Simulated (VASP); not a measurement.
Set up this calculation in VASP 6.6.1, as the native input.

| Property | Result |
| --- | --- |
| Task | single point |
| Functional | PBE |
| Potentials or basis | VASP PAW PBE potentials, release 64 (Tm_3, P), 4f in core |
| Cutoff | 500 eV |
| k mesh | 12 × 12 × 14 |
| Occupations | gaussian, width 0.1 eV |
| Spin | no spin polarisation |
| Dipole correction | no |
| Mended | yes |
| Further INCAR settings | ALGO = Normal; EDIFF = 1e-06; NBANDS = 16 |

The structure of TmP2 lies in POSCAR:

```
TmP2
1.0
    4.1473266384      0.0000000000      0.0000000000
   -2.0736633192      3.5916902266      0.0000000000
    0.0000000000      0.0000000000      3.6562810386
Tm P
1 2
Direct
    0.0000000000      0.0000000000      0.0000000000
    0.3333333333      0.6666666667      0.5000000000
    0.6666666667      0.3333333333      0.5000000000
```

The cell was built from a structure type or drawn by symmetry, and may not be a known phase.

One way to write it, as run:

INCAR

```
PREC = Accurate
ENCUT = 500
EDIFF = 1E-6
ISMEAR = 0
SIGMA = 0.1
LREAL = False
LASPH = True
NELM = 200
ALGO = Normal
ISIF = 2
LWAVE = False
LCHARG = False
GGA = PE
NBANDS = 16
GGA_COMPAT = False
LMAXMIX = 6
```

KPOINTS

```
regular mesh
0
Gamma
  12 12 14
```

Potentials or basis: VASP PAW PBE potentials, release 64 (Tm_3, P), 4f in core.

Run with:

```sh
$ cat potpaw_PBE.64/Tm_3/POTCAR potpaw_PBE.64/P/POTCAR > POTCAR
$ mpirun -np 1 vasp_std > vasp.out
```

Results of the run:

```json
{"Pressure": "0.0 GPa", "Band gap on the k mesh": "zero (an odd number of electrons rules out a gap without spin polarisation)"}
```

Caveat: spin-orbit coupling is left out, which moves the levels of the heavy elements; the 4f electrons are frozen in the core, so they carry no moment and show no levels.

Wall time 45 s on 1 thread of Intel(R) Xeon(R) 6975P-C (Granite Rapids), with other jobs on the host, peak memory 0.25 GiB.
